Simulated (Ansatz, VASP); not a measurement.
## One calculation of K, two programs

File POSCAR:

```
K
1.0
    4.0670570559      0.0000000000      0.0000000000
    0.0000000000      4.0670570559      0.0000000000
    0.0000000000      0.0000000000      4.0670570559
K
1
Direct
    0.0000000000      0.0000000000      0.0000000000
```

File INCAR.step1:

```
PREC = Accurate ; ENCUT = 520
ISMEAR = 0 ; SIGMA = 0.15
LREAL = F ; LASPH = T
NELM = 100 ; NBANDS = 10
GGA = PE ; ALGO = Normal
EDIFF = 1E-4 ; LWAVE = T
LCHARG = F
```

Contents of INCAR.step2:

```
PREC = Accurate ; ENCUT = 520
EDIFF = 1E-7 ; ISMEAR = 0
SIGMA = 0.15 ; LREAL = F
LASPH = T ; NELM = 100
ALGO = Normal ; ISIF = 2
LWAVE = F ; LCHARG = T
METAGGA = R2SCAN ; LMIXTAU = T
LELF = T ; LVHAR = T
NBANDS = 10 ; ISTART = 1
```

KPOINTS

```
Automatic mesh
0
Gamma
  12 12 12
```

Input for Ansatz:

```yaml
crystal:
  lattice:
    - [4.0670570559, 0.0, 0.0]
    - [0.0, 4.0670570559, 0.0]
    - [0.0, 0.0, 4.0670570559]
  atoms:
    - { symbol: K, position: [0.0, 0.0, 0.0] }
basis:
  ecutwfc: 500
kpoints:
  mp_grid: { grid: [12, 12, 12] }
hamiltonian:
  xc: r2scan
scf:
  occupations: { method: gaussian, width: 0.15 }
output:
  forces: true
  stress: true
  eigenvalues: true
```

Alike in both runs: task single point; functional r2SCAN; k mesh 12 × 12 × 12; occupations gaussian, width 0.15 eV; no spin polarisation.

|  | VASP | Ansatz |
| --- | --- | --- |
| version | VASP 6.6.1 | Ansatz 0.2.0 |
| potentials or method | VASP PAW PBE potentials, release 64 (K_sv), cutoff 520 eV | scalar-relativistic, plane waves, PAW |
| valence electrons in the cell | 9 | 9 |

```csv
,VASP,Ansatz,Ansatz less VASP
gap on the k mesh at the Fermi level (eV),none,none,-
pressure (GPa),0.6,0.6,+0.02
```

VASP's potentials were made for PBE, not for r2SCAN. A gap of «none» marks a metal or a gap that the smearing closes.
